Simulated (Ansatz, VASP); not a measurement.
# Cu in VASP and in Ansatz

The input INCAR:

```
PREC = Accurate
ENCUT = 520
EDIFF = 1E-6
ISMEAR = 0
SIGMA = 0.15
LREAL = False
LASPH = True
NELM = 100
ALGO = Fast
ISIF = 2
LWAVE = False
LCHARG = False
GGA = PE
NBANDS = 12
```

KPOINTS

```
regular mesh
0
Gamma
  24 24 24
```

POSCAR

```
Cu
1.0
   -1.5273838624      1.5273838624      1.4914903416
    1.5273838624     -1.5273838624      1.4914903416
    1.5273838624      1.5273838624     -1.4914903416
Cu
1
Direct
    0.0000000000      0.0000000000      0.0000000000
```

Input for Ansatz:

```yaml
crystal:
  lattice:
    - [-1.5273838624, 1.5273838624, 1.4914903416]
    - [1.5273838624, -1.5273838624, 1.4914903416]
    - [1.5273838624, 1.5273838624, -1.4914903416]
  atoms:
    - { symbol: Cu, position: [0.0, 0.0, 0.0] }
basis:
  ecutwfc: 520.0
kpoints:
  mp_grid: { grid: [24, 24, 24] }
hamiltonian:
  xc: pbe
  pseudopotentials: { kind: paw, azcp: { folder: soft_1 } }
scf:
  occupations: { method: gaussian, width: 0.15 }
output:
  forces: true
  stress: true
  eigenvalues: true
```

Alike in both runs: task single point; functional PBE; k mesh 24 × 24 × 24; occupations gaussian, width 0.15 eV; no spin polarisation.

```csv
,VASP,Ansatz
version,VASP 6.6.1,Ansatz 0.2.0
potentials or method,"VASP PAW PBE potentials, release 64 (Cu), cutoff 520 eV","scalar-relativistic, plane waves, PAW"
valence electrons in the cell,11,19
```

|  | VASP | Ansatz | Ansatz less VASP |
| --- | --- | --- | --- |
| gap on the k mesh at the Fermi level (eV) | none | none | - |
| pressure (GPa) | -13.2 | -14.1 | -0.94 |
| traceless stress, the component that is largest in VASP (GPa) | -0.20 | -0.19 | +0.004 |

A gap of «none» marks a metal or a gap that the smearing closes. VASP's potentials hold 11 valence electrons a cell and Ansatz's 19, so a difference there can come from the potentials and not from the codes.
